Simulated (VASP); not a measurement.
# CaO (P6_3/mmc) in VASP: a series of runs

CaO is run at these levels: PBE, r2SCAN; tasks: single point.

Everything below comes from runs of VASP 6.6.1. Logs are shortened: lines on timing, memory, paths and dates and some standing lists are left out, and cuts for length are marked.

### 1 The cell of the first run

Symmetry: P6_3/mmc, No. 194, hexagonal system. Conventional cell: a = 4.001 Å, b = 4.001 Å, c = 4.759 Å, α = 90.00°, β = 90.00°, γ = 120.00°. Ca (site symmetry -6m2) has 5 O at 2.31 to 2.38 Å within 3.1 Å. Within 3.1 Å of O (site symmetry -6m2) lie 5 Ca at 2.31 to 2.38 Å.

### 2 Single point, PBE (epitaxial xy strain +0.5%)

File INCAR:

```
SYSTEM = CaO
PREC     = Accurate       ! precision mode
ENCUT    = 520            ! plane-wave cutoff, eV
EDIFF    = 1E-6           ! SCF threshold, eV
ISMEAR   = -1             ! smearing method
SIGMA    = 0.02           ! smearing width, eV
LREAL    = .FALSE.        ! projectors in reciprocal space
LASPH    = .TRUE.         ! aspherical terms in the spheres
NELM     = 80             ! most SCF steps
ALGO     = Normal         ! electronic algorithm
ISIF     = 2              ! what is computed and relaxed
LWAVE    = .FALSE.        ! write WAVECAR
LCHARG   = .TRUE.         ! write CHGCAR
GGA      = PE             ! functional
LELF     = .TRUE.         ! ELF
LVHAR    = .TRUE.       
NBANDS   = 24             ! bands
```

File KPOINTS:

```
Automatic mesh
0
G
  12 12 6
  0 0 0
```

File POSCAR:

```
CaO
1.0
    4.0007421902      0.0000000000      0.0000000000
   -2.0003710951      3.4647443707      0.0000000000
    0.0000000000      0.0000000000      4.7585179589
Ca O
2 2
Direct
    0.3333333333      0.6666666667     -0.0625000000
    0.6666666667      0.3333333333      0.4375000000
    0.3333333333      0.6666666667      0.4375000000
    0.6666666667      0.3333333333      0.9375000000
```

Potentials or basis: VASP PAW PBE potentials, release 64 (Ca_sv, O).

Started as:

```
$ cat potpaw_PBE.64/Ca_sv/POTCAR potpaw_PBE.64/O/POTCAR > POTCAR
$ mpirun -np 1 vasp_std > vasp.out
```

OUTCAR:

```text
SYSTEM = CaO
   PREC = Accurate
   ENCUT = 520
   EDIFF = 1E-6
   ISMEAR = -1
   LREAL = .FALSE.
   LASPH = .TRUE.
   NELM = 80
   ISIF = 2
   GGA = PE

 ion  position               nearest neighbor table
   1  0.333  0.667  0.938-   4 2.31   4 2.31   4 2.31   3 2.38   3 2.38
   2  0.667  0.333  0.438-   3 2.31   3 2.31   3 2.31   4 2.38   4 2.38
   3  0.333  0.667  0.438-   2 2.31   2 2.31   2 2.31   1 2.38   1 2.38
   4  0.667  0.333  0.938-   1 2.31   1 2.31   1 2.31   2 2.38   2 2.38

  LATTYP: Found a hexagonal cell.
 ALAT       =     4.0007421902
 C/A-ratio  =     1.1894087978

  Lattice vectors:

 A1 = (   4.0007421902,   0.0000000000,   0.0000000000)
 A2 = (  -2.0003710951,   3.4647443707,   0.0000000000)
 A3 = (   0.0000000000,   0.0000000000,   4.7585179589)

Analysis of symmetry for initial positions (statically):
=====================================================================
 Subroutine PRICEL returns:
 Original cell was already a primitive cell.

 Routine SETGRP: Setting up the symmetry group for a
 hexagonal supercell.

 Subroutine GETGRP returns: Found 24 space group operations
 (whereof  6 operations were pure point group operations)
 out of a pool of 24 trial point group operations.

The static configuration has the point symmetry C_3v.
 The point group associated with its full space group is D_6h.

Analysis of symmetry for dynamics (positions and initial velocities):
=====================================================================
 Subroutine PRICEL returns:
 Original cell was already a primitive cell.

 Routine SETGRP: Setting up the symmetry group for a
 hexagonal supercell.

 Subroutine GETGRP returns: Found 24 space group operations
 (whereof  6 operations were pure point group operations)
 out of a pool of 24 trial point group operations.

The dynamic configuration has the point symmetry C_3v.
 The point group associated with its full space group is D_6h.

 Subroutine INISYM returns: Found 24 space group operations
 (whereof  6 operations are pure point group operations),
 and found     1 'primitive' translations

----------------------------------------------------------------------------------------

                                     Primitive cell

  volume of cell :      65.9604

  direct lattice vectors                    reciprocal lattice vectors
     4.000742190  0.000000000  0.000000000     0.249953622  0.144310791  0.000000000
    -2.000371095  3.464744371  0.000000000     0.000000000  0.288621582  0.000000000
     0.000000000  0.000000000  4.758517959     0.000000000  0.000000000  0.210149464

  length of vectors
     4.000742190  4.000742190  4.758517959     0.288621582  0.288621582  0.210149464

  position of ions in fractional coordinates (direct lattice)
     0.333333333  0.666666667  0.937500000
     0.666666667  0.333333333  0.437500000
     0.333333333  0.666666667  0.437500000
     0.666666667  0.333333333  0.937500000

  ion indices of the primitive-cell ions
   primitive index   ion index
                 1           1
                 2           2
                 3           3
                 4           4

----------------------------------------------------------------------------------------

 KPOINTS: Automatic mesh

Automatic generation of k-mesh.
 Grid dimensions read from file:
 generate k-points for:   12   12    6

 Generating k-lattice:

  Cartesian coordinates                     Fractional coordinates (reciprocal lattice)
     0.020829468  0.012025899  0.000000000     0.083333333  0.000000000  0.000000000
     0.000000000  0.024051798  0.000000000     0.000000000  0.083333333  0.000000000
     0.000000000  0.000000000  0.035024911     0.000000000  0.000000000  0.166666667

  Length of vectors
     0.024051798  0.024051798  0.035024911

  Shift w.r.t. Gamma in fractional coordinates (k-lattice)
     0.000000000  0.000000000  0.000000000

 Subroutine IBZKPT returns following result:
 ===========================================

 Found     76 irreducible k-points:

 Following reciprocal coordinates:
            Coordinates               Weight
  0.000000  0.000000  0.000000      1.000000
  0.083333  0.000000  0.000000      6.000000
  0.166667  0.000000  0.000000      6.000000
  0.250000  0.000000  0.000000      6.000000
  0.333333 -0.000000  0.000000      6.000000
  0.416667  0.000000  0.000000      6.000000
[... 16 lines left out ...]
  0.250000  0.000000  0.166667     12.000000
  0.333333 -0.000000  0.166667     12.000000
 [... further k-points ...]
   k-points           NKPTS =     76   k-points in BZ     NKDIM =     76   number of bands    NBANDS=     24
   number of dos      NEDOS =    301   number of ions     NIONS =      4
   total plane-waves  NPLWV =  32400
   dimension x,y,z NGX =    30 NGY =   30 NGZ =   36
   dimension x,y,z NGXF=    60 NGYF=   60 NGZF=   72
   ions per type =               2   2
   NGX,Y,Z   is equivalent  to a cutoff of  12.47, 12.47, 12.58 a.u.
   NGXF,Y,Z  is equivalent  to a cutoff of  24.93, 24.93, 25.15 a.u.
 SYSTEM =  CaO
   PREC   = accura    normal or accurate (medium, high low for compatibility)
   ISTART =      0    job   : 0-new  1-cont  2-samecut
   ICHARG =      2    charge: 1-file 2-atom 10-const
   ISPIN  =      1    spin polarized calculation?
   LNONCOLLINEAR =      F non collinear calculations
   LSORBIT =      F    spin-orbit coupling
   LASPH  =      T    aspherical Exc in radial PAW
   ENCUT  =  520.0 eV  38.22 Ry    6.18 a.u.   7.44  7.44  8.85*2*pi/ulx,y,z
   NELM   =     80;   NELMIN=  2; NELMDL= -5     # of ELM steps
   EDIFF  = 0.1E-05   stopping-criterion for ELM
   LREAL  =      F    real-space projection
[... 7 lines left out ...]
   TEBEG  =    0.0;   TEEND  =   0.0 temperature during run
   PSTRESS=    0.0 pullay stress
   NELECT =      32.0000    total number of electrons
   NUPDOWN=      -1.0000    fix difference up-down
   EMIN   =  10.00;   EMAX   =-10.00  energy-range for DOS
   EFERMI =   0.00;   METHOD = LEGACY
   ISMEAR =    -1;   SIGMA  =   0.02  broadening in eV -4-tet -1-fermi 0-gaus
   EFERMI_NEDOS =   21; number of points for ismear=-14 and -15
   IALGO  =     38    algorithm
   IMIX   =      4    mixing-type and parameters
     AMIX     =   0.40;   BMIX     =  1.00
     AMIX_MAG =   1.60;   BMIX_MAG =  1.00
  volume/ion in A,a.u.               =      16.49       111.28
  Fermi-wavevector in a.u.,A,eV,Ry     =   1.286363  2.430874 22.513978  1.654731
  Thomas-Fermi vector in A             =   2.418442
   LORBIT       =      0    0 simple, 1 ext, 2 COOP (PROOUT), +10 PAW based schemes
   GGA     = PE    functional components
   LHFCALC =     F    Hartree Fock is set to
   AEXX    =    0.0000 exact exchange contribution
   IVDW    =     0    specifies the selected vdW correction
   LEPSILON=     F    determine dielectric tensor
   LRPA    =     F    only Hartree local field effects (RPA)
 non-spin polarized calculation
  energy-cutoff  :      520.00
  volume of cell :       65.96
 maximum number of plane-waves:      1811
 NGX is ok and might be reduce to    30
   NGX = 15   NGY = 15   NGZ = 17

 number of electron      32.0000014 magnetization

 Free energy of the ion-electron system (eV)
  ---------------------------------------------------
  ext. energy  EPLUGINS =         0.00000000
  ---------------------------------------------------
  free energy    TOTEN  =       -25.34262807 eV

  energy without entropy =      -25.34262807  energy(sigma->0) =      -25.34262807

 E-fermi :   1.8087     XC(G=0):  -9.3977

 val. band max:        1.3640680557   @ k =   0.0000   0.0000   0.0000
 cond. band min:       4.5056770775   @ k =   0.0000   0.0000   0.0000
 fundamental gap:      3.1416090218
 Fermi energy:         1.8087020607

 k-point     1 :       0.0000    0.0000    0.0000
  band No.  band energies     occupation
      1     -36.2981      2.00000
      2     -36.1646      2.00000
      3     -17.6353      2.00000
      4     -17.4001      2.00000
      5     -17.4001      2.00000
      6     -17.1988      2.00000
[... 16 lines left out ...]
     23       9.8497      0.00000
     24       9.8644      0.00000

 k-point     2 :       0.0833    0.0000    0.0000
  band No.  band energies     occupation
      1     -36.2952      2.00000
      2     -36.1658      2.00000
      3     -17.6259      2.00000
      4     -17.4296      2.00000
      5     -17.4063      2.00000
      6     -17.2355      2.00000
[... 16 lines left out ...]
     23       9.6539      0.00000
     24       9.8156      0.00000

 k-point     3 :       0.1667    0.0000    0.0000
  band No.  band energies     occupation
      1     -36.2871      2.00000
      2     -36.1694      2.00000
      3     -17.5986      2.00000
      4     -17.5077      2.00000
      5     -17.4225      2.00000
      6     -17.3304      2.00000
[... 16 lines left out ...]
     23       9.4733      0.00000
     24       9.6770      0.00000

 k-point     4 :       0.2500    0.0000    0.0000
  band No.  band energies     occupation
      1     -36.2749      2.00000
      2     -36.1754      2.00000
      3     -17.6093      2.00000
      4     -17.5565      2.00000
      5     -17.4491      2.00000
      6     -17.4436      2.00000
[... 16 lines left out ...]
     23       9.4757      0.00000
     24       9.7624      0.00000

 k-point     5 :       0.3333   -0.0000    0.0000
  band No.  band energies     occupation
      1     -36.2605      2.00000
      2     -36.1835      2.00000
      3     -17.7061      2.00000
      4     -17.5573      2.00000
      5     -17.5053      2.00000
      6     -17.4636      2.00000
[... 451 lines left out ...]
 k-point    22 :       0.1667    0.0000    0.1667
  band No.  band energies     occupation
      1     -36.2790      2.00000
      2     -36.1771      2.00000
      3     -17.6927      2.00000
      4     -17.4321      2.00000
      5     -17.4073      2.00000
      6     -17.4020      2.00000
[... 16 lines left out ...]
     23       9.7251      0.00000
     24       9.7461      0.00000

 k-point    23 :       0.2500    0.0000    0.1667
  band No.  band energies     occupation
      1     -36.2680      2.00000
      2     -36.1818      2.00000
      3     -17.7552      2.00000
      4     -17.5593      2.00000
      5     -17.4269      2.00000
      6     -17.4059      2.00000
[... 16 lines left out ...]
     23       9.8839      0.00000
     24       9.9251      0.00000

 k-point    24 :       0.3333   -0.0000    0.1667
  band No.  band energies     occupation
      1     -36.2551      2.00000
      2     -36.1884      2.00000
      3     -17.8274      2.00000
      4     -17.6751      2.00000
      5     -17.4457      2.00000
      6     -17.3819      2.00000
[... 16 lines left out ...]
     23       9.7730      0.00000
     24      10.0647      0.00000

 [... further k-points ...]

------------------------ aborting loop because EDIFF is reached ----------------------------------------

  FORCE on cell =-STRESS in cart. coord.  units (eV):
  Direction    XX          YY          ZZ          XY          YZ          ZX
  --------------------------------------------------------------------------------------
  -------------------------------------------------------------------------------------
  Total        0.4788158      0.4788158      1.0788103      0.0000000     -0.0000000      0.0000000
  in kB       11.6304255     11.6304255     26.2042767      0.0000000     -0.0000000      0.0000000
  external PRESSURE =      16.4883759 kB  Pullay stress =       0.0000000 kB

 VOLUME and BASIS-vectors are now :
 -----------------------------------------------------------------------------
  energy-cutoff  :      520.00
  volume of cell :       65.96
      direct lattice vectors                 reciprocal lattice vectors
     4.000742190  0.000000000  0.000000000     0.249953622  0.144310791  0.000000000
    -2.000371095  3.464744371  0.000000000     0.000000000  0.288621582  0.000000000
     0.000000000  0.000000000  4.758517959     0.000000000  0.000000000  0.210149464

 POSITION                                       TOTAL-FORCE (eV/Angst)
 -----------------------------------------------------------------------------------
     -0.00000      2.30983      4.46111        -0.000000      0.000000     -0.000000
      2.00037      1.15491      2.08185         0.000000     -0.000000     -0.000000
     -0.00000      2.30983      2.08185         0.000000     -0.000000      0.000000
      2.00037      1.15491      4.46111        -0.000000      0.000000     -0.000000
 -----------------------------------------------------------------------------------
    total drift:                               -0.000000      0.000000      0.000000

  FREE ENERGIE OF THE ION-ELECTRON SYSTEM (eV)
  ---------------------------------------------------
  free  energy   TOTEN  =       -25.3426280724 eV

  energy  without entropy=      -25.3426280724  energy(sigma->0) =      -25.34262807
```

Run time: 2.8 min. Hardware: 1 thread of Oxide Virtual Turin-like, shared host; peak memory 0.21 GiB.

What came out:

```yaml
Free_energy: -25.3426 eV
Pressure: 1.6 GPa
Band_gap_on_the_k_mesh: 3.14 eV
```

Levels at points of the mesh, in eV from the valence-band top:
| k point | band 14 | band 15 | band 16 | band 17 | band 18 | band 19 |
| --- | --- | --- | --- | --- | --- | --- |
| (0.00, 0.00, 0.00) | -1.16 | -1.08 | 0.00 | 3.14 | 6.11 | 6.11 |
| (0.50, 0.00, 0.00) | -0.82 | -0.59 | -0.40 | 4.65 | 5.23 | 5.25 |
| (0.00, 0.00, 0.50) | -1.31 | -1.31 | -1.31 | 4.94 | 4.94 | 7.77 |
| (0.50, 0.00, 0.50) | -1.08 | -0.79 | -0.79 | 5.34 | 5.34 | 7.32 |

Caveat: the cell differs from its parent crystal (epitaxial xy strain +0.5%); the structure was generated, so it needn't be the stable form of CaO.

### 3 Single point, PBE (strain +3.0%)

File INCAR:

```
PREC = Accurate ; ENCUT = 520
EDIFF = 1E-7 ; ISMEAR = -1
SIGMA = 0.02 ; LREAL = False
LASPH = True ; NELM = 60
ALGO = Normal ; ISIF = 2
LWAVE = False ; LCHARG = False
GGA = PE ; NBANDS = 24
```

File KPOINTS:

```
regular mesh
0
Gamma
  12 12 6
```

File POSCAR:

```
CaO
1.0
    4.1002631402      0.0000000000      0.0000000000
   -2.0501315701      3.5509320416      0.0000000000
    0.0000000000      0.0000000000      4.9135573911
Ca O
2 2
Direct
    0.3333333333      0.6666666667     -0.0625000000
    0.6666666667      0.3333333333      0.4375000000
    0.3333333333      0.6666666667      0.4375000000
    0.6666666667      0.3333333333      0.9375000000
```

Potentials or basis: VASP PAW PBE potentials, release 64 (Ca_sv, O).

Started as:

```
$ cat potpaw_PBE.64/Ca_sv/POTCAR potpaw_PBE.64/O/POTCAR > POTCAR
$ mpirun -np 1 vasp_std > vasp.out
```

OUTCAR:

```text
PREC = Accurate
   ENCUT = 520
   EDIFF = 1E-7
   ISMEAR = -1
   LREAL = False
   LASPH = True
   NELM = 60
   ISIF = 2
   GGA = PE

 ion  position               nearest neighbor table
   1  0.333  0.667  0.938-   4 2.37   4 2.37   4 2.37   3 2.46   3 2.46
   2  0.667  0.333  0.438-   3 2.37   3 2.37   3 2.37   4 2.46   4 2.46
   3  0.333  0.667  0.438-   2 2.37   2 2.37   2 2.37   1 2.46   1 2.46
   4  0.667  0.333  0.938-   1 2.37   1 2.37   1 2.37   2 2.46   2 2.46

  LATTYP: Found a hexagonal cell.
 ALAT       =     4.1002631402
 C/A-ratio  =     1.1983517211

  Lattice vectors:

 A1 = (   4.1002631402,   0.0000000000,   0.0000000000)
 A2 = (  -2.0501315701,   3.5509320416,   0.0000000000)
 A3 = (   0.0000000000,   0.0000000000,   4.9135573911)

Analysis of symmetry for initial positions (statically):
=====================================================================
 Subroutine PRICEL returns:
 Original cell was already a primitive cell.

 Routine SETGRP: Setting up the symmetry group for a
 hexagonal supercell.

[... 169 lines left out ...]
  energy without entropy =      -25.28611163  energy(sigma->0) =      -25.28611163

 E-fermi :   1.4640     XC(G=0):  -9.0446

 val. band max:        0.9771972099   @ k =   0.0000   0.0000   0.0000
 cond. band min:       3.8586751109   @ k =   0.0000   0.0000   0.0000
 fundamental gap:      2.8814779010
 Fermi energy:         1.4639649656

 k-point     1 :       0.0000    0.0000    0.0000
  band No.  band energies     occupation
      1     -37.0260      2.00000
      2     -36.9343      2.00000
      3     -18.2709      2.00000
      4     -18.0970      2.00000
      5     -18.0970      2.00000
      6     -17.9470      2.00000
[... 637 lines left out ...]
     23       8.9363      0.00000
     24       9.1362      0.00000

 [... further k-points ...]

------------------------ aborting loop because EDIFF is reached ----------------------------------------

  FORCE on cell =-STRESS in cart. coord.  units (eV):
  Direction    XX          YY          ZZ          XY          YZ          ZX
  --------------------------------------------------------------------------------------
  -------------------------------------------------------------------------------------
  Total       -2.0771574     -2.0771574     -2.2341675     -0.0000000      0.0000000      0.0000000
  in kB      -46.5189470    -46.5189470    -50.0352631     -0.0000000      0.0000000      0.0000000
  external PRESSURE =     -47.6910524 kB  Pullay stress =       0.0000000 kB

 VOLUME and BASIS-vectors are now :
 -----------------------------------------------------------------------------
  energy-cutoff  :      520.00
  volume of cell :       71.54
      direct lattice vectors                 reciprocal lattice vectors
     4.100263140  0.000000000  0.000000000     0.243886786  0.140808102  0.000000000
    -2.050131570  3.550932042  0.000000000     0.000000000  0.281616203  0.000000000
     0.000000000  0.000000000  4.913557391     0.000000000  0.000000000  0.203518535

 POSITION                                       TOTAL-FORCE (eV/Angst)
 -----------------------------------------------------------------------------------
     -0.00000      2.36729      4.60646        -0.000000      0.000000      0.000000
      2.05013      1.18364      2.14968         0.000000      0.000000      0.000000
     -0.00000      2.36729      2.14968         0.000000      0.000000     -0.000000
      2.05013      1.18364      4.60646        -0.000000     -0.000000      0.000000
 -----------------------------------------------------------------------------------
    total drift:                               -0.000000      0.000000      0.000000

  FREE ENERGIE OF THE ION-ELECTRON SYSTEM (eV)
  ---------------------------------------------------
  free  energy   TOTEN  =       -25.2861116264 eV

  energy  without entropy=      -25.2861116264  energy(sigma->0) =      -25.28611163
```

Run time: 3.5 min. Hardware: 1 thread of Oxide Virtual Turin-like, shared host; peak memory 0.22 GiB.

What came out:

| Quantity | Value |
| --- | --- |
| Free energy | -25.2861 eV |
| Pressure | -4.8 GPa |
| Band gap on the k mesh | 2.88 eV |

Stress tensor (GPa, compression positive):
```
-4.65  0.00  0.00
 0.00 -4.65  0.00
 0.00  0.00 -5.00
```

Caveat: the cell differs from its parent crystal (strain +3.0%); the cell stands under tension; the structure was generated, so it needn't be the stable form of CaO. A k mesh can miss the band edges.

(Part 1 of 2 ends here.)
